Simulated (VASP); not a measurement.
Wanted: the native input for a VASP 6.6.1 run.

```yaml
Task: single point
Functional: PBE
Dispersion: D3(BJ)
Potentials_or_basis: VASP PAW PBE potentials, release 64 (Te, Mo_sv)
Cutoff: 520 eV
k_mesh: 12 × 12 × 2
Occupations: fermi-dirac, width 0.02 eV
Spin: no spin polarisation
Dipole_correction: no
Further_INCAR_settings: ALGO = Normal; EDIFF = 1e-06; NBANDS = 20
```

The structure of Te2Mo lies in POSCAR:

```
Te2Mo
1.0
    3.4941453541      0.0000000000      0.0000000000
   -1.7470726771      3.0260186412      0.0000000000
    0.0000000000      0.0000000000      7.6681129320
Te Mo
2 1
Direct
    0.3333333333      0.6666666667      0.7626646570
    0.3333333333      0.6666666667      0.2373353430
    0.0000000000      0.0000000000      0.0000000000
```

These files were run (other wordings do the same):

INCAR

```
PREC = Accurate
ENCUT = 520
EDIFF = 1E-6
ISMEAR = -1
SIGMA = 0.02
LREAL = False
LASPH = True
NELM = 100
ALGO = Normal
ISIF = 2
LWAVE = False
LCHARG = True
GGA = PE
IVDW = 12
LELF = True
LVHAR = True
NBANDS = 20
```

KPOINTS

```
Automatic mesh
0
Gamma
  12 12 2
```

Potentials or basis: VASP PAW PBE potentials, release 64 (Te, Mo_sv).

Launch:

```sh
$ cat potpaw_PBE.64/Te/POTCAR potpaw_PBE.64/Mo_sv/POTCAR > POTCAR
$ mpirun -np 1 vasp_std > vasp.out
```

It gave:

The pressure is 0.0 GPa. The largest force is 0.012 eV/Å. The band gap on the k mesh is 0.95 eV (least direct gap 1.18 eV) and the dispersion energy per atom is -0.497 eV.

Caveat: spin-orbit coupling is left out, which moves the levels of the heavy elements.

Wall time 51 s on 1 thread of Intel(R) Xeon(R) 6975P-C (Granite Rapids), with other jobs on the host, peak memory 0.23 GiB.
